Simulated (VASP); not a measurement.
# Ru (Im-3m) in VASP: a series of runs

Ru is run at these levels: PBE; tasks: single point.

Program: VASP 6.6.1. These are calculated values, not measurements. Logs are shortened: lines on timing, memory, paths and dates and some standing lists are left out, and cuts for length are marked.

**1. The cell of the first run**

The structure is cubic, space group Im-3m (No. 229). Conventional cell: a = 3.054 Å, b = 3.054 Å, c = 3.054 Å, α = 90.00°, β = 90.00°, γ = 90.00°. Ru (site symmetry m-3m) has 14 Ru at 2.65 to 3.05 Å within 3.5 Å.

**2. Single point, PBE, non-collinear spin, zero start, spin-orbit coupling**

Input file INCAR:

```
SYSTEM = Ru
PREC = Accurate
ENCUT = 520
EDIFF = 1E-6
ISMEAR = -1
SIGMA = 0.05
LREAL = .False.
LASPH = .True.
NELM = 150
ALGO = Normal
ISIF = 2
LWAVE = .False.
LCHARG = .True.
MAGMOM = 0 0 0
LORBIT = 11
LSORBIT = .True.
GGA_COMPAT = .False.
LORBMOM = .True.
LMAXMIX = 4
GGA = PE
LVHAR = .True.
NBANDS = 25
```

Input file KPOINTS:

```
Automatic mesh
0
Gamma
  19 19 19
  0 0 0
```

Input file POSCAR:

```
Ru
1.0
   -1.5271867555      1.5271867555      1.5271867555
    1.5271867555     -1.5271867555      1.5271867555
    1.5271867555      1.5271867555     -1.5271867555
Ru
1
Direct
    0.0000000000      0.0000000000      0.0000000000
```

Potentials or basis: VASP PAW PBE potentials, release 64 (Ru_pv).

Command:

```
$ cat potpaw_PBE.64/Ru_pv/POTCAR > POTCAR
$ mpirun -np 1 vasp_ncl > vasp.out
```

OUTCAR:

```text
SYSTEM = Ru
   PREC = Accurate
   ENCUT = 520
   EDIFF = 1E-6
   ISMEAR = -1
   LREAL = .False.
   LASPH = .True.
   NELM = 150
   ISIF = 2
   LORBIT = 11
   LSORBIT = .True.
   GGA = PE

 ion  position               nearest neighbor table
   1  0.000  0.000  0.000-

  LATTYP: Found a body centered cubic cell.
 ALAT       =     3.0543735110

  Lattice vectors:

 A1 = (  -1.5271867555,   1.5271867555,   1.5271867555)
 A2 = (   1.5271867555,  -1.5271867555,   1.5271867555)
 A3 = (   1.5271867555,   1.5271867555,  -1.5271867555)

Analysis of symmetry for initial positions (statically):
=====================================================================
 Subroutine PRICEL returns:
 Original cell was already a primitive cell.

 Routine SETGRP: Setting up the symmetry group for a
 body centered cubic supercell.

 Subroutine GETGRP returns: Found 48 space group operations
[... 9 lines left out ...]

 Routine SETGRP: Setting up the symmetry group for a
 body centered cubic supercell.

 Subroutine GETGRP returns: Found 48 space group operations
 (whereof 48 operations were pure point group operations)
 out of a pool of 48 trial point group operations.

The dynamic configuration has the point symmetry O_h .

Analysis of structural, dynamic, and magnetic symmetry:
=====================================================================
 Subroutine PRICEL returns:
 Original cell was already a primitive cell.

 Routine SETGRP: Setting up the symmetry group for a
 body centered cubic supercell.

 Subroutine GETGRP returns: Found 48 space group operations
 (whereof 48 operations were pure point group operations)
 out of a pool of 48 trial point group operations.

The overall configuration has the point symmetry O_h .

 Subroutine INISYM returns: Found 48 space group operations
[... 5 lines left out ...]
                                     Primitive cell

  volume of cell :      14.2474

  direct lattice vectors                    reciprocal lattice vectors
    -1.527186756  1.527186756  1.527186756     0.000000000  0.327399382  0.327399382
     1.527186756 -1.527186756  1.527186756     0.327399382  0.000000000  0.327399382
     1.527186756  1.527186756 -1.527186756     0.327399382  0.327399382  0.000000000

  length of vectors
     2.645165053  2.645165053  2.645165053     0.463012646  0.463012646  0.463012646

  position of ions in fractional coordinates (direct lattice)
     0.000000000  0.000000000  0.000000000

  ion indices of the primitive-cell ions
   primitive index   ion index
                 1           1

----------------------------------------------------------------------------------------

 KPOINTS: Automatic mesh

Automatic generation of k-mesh.
 Grid dimensions read from file:
 generate k-points for:   19   19   19

 Generating k-lattice:

  Cartesian coordinates                     Fractional coordinates (reciprocal lattice)
     0.000000000  0.017231546  0.017231546     0.052631579  0.000000000  0.000000000
     0.017231546  0.000000000  0.017231546     0.000000000  0.052631579  0.000000000
     0.017231546  0.017231546  0.000000000     0.000000000  0.000000000  0.052631579

  Length of vectors
     0.024369087  0.024369087  0.024369087

  Shift w.r.t. Gamma in fractional coordinates (k-lattice)
     0.000000000  0.000000000  0.000000000

 Subroutine IBZKPT returns following result:
 ===========================================

 Found    220 irreducible k-points:

 Following reciprocal coordinates:
            Coordinates               Weight
  0.000000  0.000000  0.000000      1.000000
  0.052632  0.000000  0.000000     12.000000
  0.105263  0.000000  0.000000     12.000000
  0.157895  0.000000  0.000000     12.000000
  0.210526  0.000000  0.000000     12.000000
  0.263158  0.000000  0.000000     12.000000
[... 16 lines left out ...]
  0.263158  0.105263 -0.000000     48.000000
  0.315789  0.105263 -0.000000     48.000000
 [... further k-points ...]
   k-points           NKPTS =    220   k-points in BZ     NKDIM =    220   number of bands    NBANDS=     25
   number of dos      NEDOS =    301   number of ions     NIONS =      1
   total plane-waves  NPLWV =   8000
   dimension x,y,z NGX =    20 NGY =   20 NGZ =   20
   dimension x,y,z NGXF=    40 NGYF=   40 NGZF=   40
   ions per type =               1
   NGX,Y,Z   is equivalent  to a cutoff of  12.57, 12.57, 12.57 a.u.
   NGXF,Y,Z  is equivalent  to a cutoff of  25.14, 25.14, 25.14 a.u.
 SYSTEM =  Ru
   PREC   = accura    normal or accurate (medium, high low for compatibility)
   ISTART =      0    job   : 0-new  1-cont  2-samecut
   ICHARG =      2    charge: 1-file 2-atom 10-const
   ISPIN  =      1    spin polarized calculation?
   LNONCOLLINEAR =      T non collinear calculations
   LSORBIT =      T    spin-orbit coupling
   LASPH  =      T    aspherical Exc in radial PAW
   ENCUT  =  520.0 eV  38.22 Ry    6.18 a.u.   4.92  4.92  4.92*2*pi/ulx,y,z
   NELM   =    150;   NELMIN=  2; NELMDL= -5     # of ELM steps
   EDIFF  = 0.1E-05   stopping-criterion for ELM
   LREAL  =      F    real-space projection
   EDIFFG = 0.1E-04   stopping-criterion for IOM
   NSW    =      0    number of steps for IOM
   IBRION =     -1    ionic relax: 0-MD 1-quasi-New 2-CG
   NFREE  =      0    steps in history (QN), initial steepest desc. (CG)
   ISIF   =      2    stress and relaxation
   ISYM   =      2    0-nonsym 1-usesym 2-fastsym
   POTIM  = 0.5000    time-step for ionic-motion
   TEBEG  =    0.0;   TEEND  =   0.0 temperature during run
   PSTRESS=    0.0 pullay stress
   NELECT =      14.0000    total number of electrons
   NUPDOWN=      -1.0000    fix difference up-down
   EMIN   =  10.00;   EMAX   =-10.00  energy-range for DOS
[... 5 lines left out ...]
     AMIX     =   0.40;   BMIX     =  1.00
     AMIX_MAG =   1.60;   BMIX_MAG =  1.00
  volume/ion in A,a.u.               =      14.25        96.15
  Fermi-wavevector in a.u.,A,eV,Ry     =   1.627566  3.075654 36.041454  2.648972
  Thomas-Fermi vector in A             =   2.720340
   LORBIT       =     11    0 simple, 1 ext, 2 COOP (PROOUT), +10 PAW based schemes
   GGA     = PE    functional components
   LHFCALC =     F    Hartree Fock is set to
   AEXX    =    0.0000 exact exchange contribution
   IVDW    =     0    specifies the selected vdW correction
   LEPSILON=     F    determine dielectric tensor
   LRPA    =     F    only Hartree local field effects (RPA)
  energy-cutoff  :      520.00
  volume of cell :       14.25
 maximum number of plane-waves:       792
   NGX =  9   NGY =  9   NGZ =  9

 number of electron      14.0000000 magnetization       0.0000000      0.0000000      0.0000000

 number of electron      14.0000005 magnetization       0.0000000     -0.0000000      0.0000000

 number of electron      14.0000005 magnetization      -0.0000000      0.0000000     -0.0000000

 Free energy of the ion-electron system (eV)
  ---------------------------------------------------
  ext. energy  EPLUGINS =         0.00000000
  ---------------------------------------------------
  free energy    TOTEN  =        -8.75492453 eV

  energy without entropy =       -8.73762721  energy(sigma->0) =       -8.74627587

 E-fermi :  12.1445     XC(G=0): -13.8104

 val. band max:       12.1444670103   @ k =   0.3158   0.1053   0.1053
 cond. band min:      12.1456008198   @ k =  -0.0526   0.0526   0.0526
 fundamental gap:      0.0011338094
 Fermi energy:        12.1445126661

 k-point     1 :       0.0000    0.0000    0.0000
  band No.  band energies     occupation
      1     -32.6806      1.00000
      2     -32.6806      1.00000
      3     -29.3106      1.00000
      4     -29.3106      1.00000
      5     -29.3106      1.00000
      6     -29.3106      1.00000
[... 17 lines left out ...]
     24      29.2675      0.00000
     25      29.2675      0.00000
[... 621 lines left out ...]
      3     -29.9119      1.00000
      4     -29.9119      1.00000
      5     -29.4632      1.00000
      6     -29.4632      1.00000
[... 17 lines left out ...]
     24      26.8543      0.00000
     25      30.9321      0.00000

 [... further k-points ...]

------------------------ aborting loop because EDIFF is reached ----------------------------------------

  FORCE on cell =-STRESS in cart. coord.  units (eV):
  Direction    XX          YY          ZZ          XY          YZ          ZX
  --------------------------------------------------------------------------------------
  -------------------------------------------------------------------------------------
  Total        0.0024749      0.0024749      0.0024749     -0.0000000      0.0000000     -0.0000000
  in kB        0.2783087      0.2783087      0.2783087     -0.0000000      0.0000000     -0.0000000
  external PRESSURE =       0.2783087 kB  Pullay stress =       0.0000000 kB

 VOLUME and BASIS-vectors are now :
 -----------------------------------------------------------------------------
  energy-cutoff  :      520.00
  volume of cell :       14.25
      direct lattice vectors                 reciprocal lattice vectors
    -1.527186756  1.527186756  1.527186756     0.000000000  0.327399382  0.327399382
     1.527186756 -1.527186756  1.527186756     0.327399382  0.000000000  0.327399382
     1.527186756  1.527186756 -1.527186756     0.327399382  0.327399382  0.000000000

 POSITION                                       TOTAL-FORCE (eV/Angst)
 -----------------------------------------------------------------------------------
      0.00000      0.00000      0.00000        -0.000000     -0.000000      0.000000
 -----------------------------------------------------------------------------------
    total drift:                                0.000000      0.000000      0.000000

  FREE ENERGIE OF THE ION-ELECTRON SYSTEM (eV)
  ---------------------------------------------------
  free  energy   TOTEN  =        -8.7549245254 eV

  energy  without entropy=       -8.7376272072  energy(sigma->0) =       -8.74627587

 orbital moment (x)

 # of ion     p       d       tot
 ----------------------------------------
  1        -0.000   0.000   0.000
 ----------------------------------------
           -0.000   0.000   0.000

 orbital moment (y)

 # of ion     p       d       tot
 ----------------------------------------
  1         0.000   0.000   0.000
 ----------------------------------------
            0.000   0.000   0.000

 orbital moment (z)

 # of ion     p       d       tot
 ----------------------------------------
  1         0.000   0.000   0.000
 ----------------------------------------
            0.000   0.000   0.000

 Spin-Orbit-Coupling matrix elements

 Ion:    1  E_soc:     -0.2779941
 l=   1
     0.0000000    -0.0363347    -0.0363347
    -0.0363347     0.0000000    -0.0363347
    -0.0363347    -0.0363347     0.0000000
 l=   2
     0.0000000    -0.0010483     0.0000000    -0.0010483    -0.0089494
    -0.0010483     0.0000000    -0.0067120    -0.0010483    -0.0022373
     0.0000000    -0.0067120     0.0000000    -0.0067120     0.0000000
    -0.0010483    -0.0010483    -0.0067120     0.0000000    -0.0022373
    -0.0089494    -0.0022373     0.0000000    -0.0022373     0.0000000
 l=   3
     0.0000000     0.0000000     0.0000000     0.0000000     0.0000000     0.0000000     0.0000000
     0.0000000     0.0000000     0.0000000     0.0000000     0.0000000     0.0000000     0.0000000
     0.0000000     0.0000000     0.0000000     0.0000000     0.0000000     0.0000000     0.0000000
     0.0000000     0.0000000     0.0000000     0.0000000     0.0000000     0.0000000     0.0000000
     0.0000000     0.0000000     0.0000000     0.0000000     0.0000000     0.0000000     0.0000000
     0.0000000     0.0000000     0.0000000     0.0000000     0.0000000     0.0000000     0.0000000
     0.0000000     0.0000000     0.0000000     0.0000000     0.0000000     0.0000000     0.0000000

 total charge

# of ion       s       p       d       tot
------------------------------------------
    1        0.381   6.274   5.932  12.586

 magnetization (x)

# of ion       s       p       d       tot
------------------------------------------
    1        0.000   0.000   0.000   0.000

 magnetization (y)

# of ion       s       p       d       tot
------------------------------------------
    1        0.000   0.000   0.000   0.000

 magnetization (z)

# of ion       s       p       d       tot
------------------------------------------
    1       -0.000   0.000  -0.000  -0.000
```

It took 48 s on 1 thread of Intel Xeon 6975P-C (Granite Rapids), shared host; peak memory 0.23 GiB.

What came out:

* Free energy: -8.7549 eV
* Pressure: 0.0 GPa
* Net moment: 0.00 μB per cell
* Valence electrons inside the program's atomic spheres: Ru 12.59

Moments on the atoms (μB; x, y, z):
```
Ru  0.00 0.00 0.00
```

**3. Single point, PBE, non-collinear spin, zero start, spin-orbit coupling**

Input file INCAR:

```
PREC = Accurate ; ENCUT = 520
EDIFF = 1E-7 ; ISMEAR = -1
SIGMA = 0.05 ; LREAL = False
LASPH = True ; NELM = 150
ALGO = Normal ; ISIF = 2
LWAVE = False ; LCHARG = False
MAGMOM = 0 0 0 ; LORBIT = 11
LSORBIT = True ; GGA_COMPAT = False
LORBMOM = True ; LMAXMIX = 4
GGA = PE ; NBANDS = 25
```

Input file KPOINTS:

```
Automatic mesh
0
Gamma
  19 19 19
```

Input file POSCAR:

```
Ru
1.0
   -1.5270137142      1.5270137142      1.5270137142
    1.5270137142     -1.5270137142      1.5270137142
    1.5270137142      1.5270137142     -1.5270137142
Ru
1
Direct
    0.0000000000      0.0000000000      0.0000000000
```

Potentials or basis: VASP PAW PBE potentials, release 64 (Ru_pv).

Command:

```
$ cat potpaw_PBE.64/Ru_pv/POTCAR > POTCAR
$ mpirun -np 1 vasp_ncl > vasp.out
```

Run time: 52 s. Hardware: 1 thread of Intel Xeon 6975P-C (Granite Rapids), shared host; peak memory 0.24 GiB.

It converged, with:

```
Free energy                                           : -8.7549 eV
Pressure                                              : 0.1 GPa
Net moment                                            : 0.00 μB per cell
Valence electrons inside the program's atomic spheres : Ru 12.59
```

Moments on the atoms (μB; x, y, z):
```
Ru  0.00 0.00 0.00
```
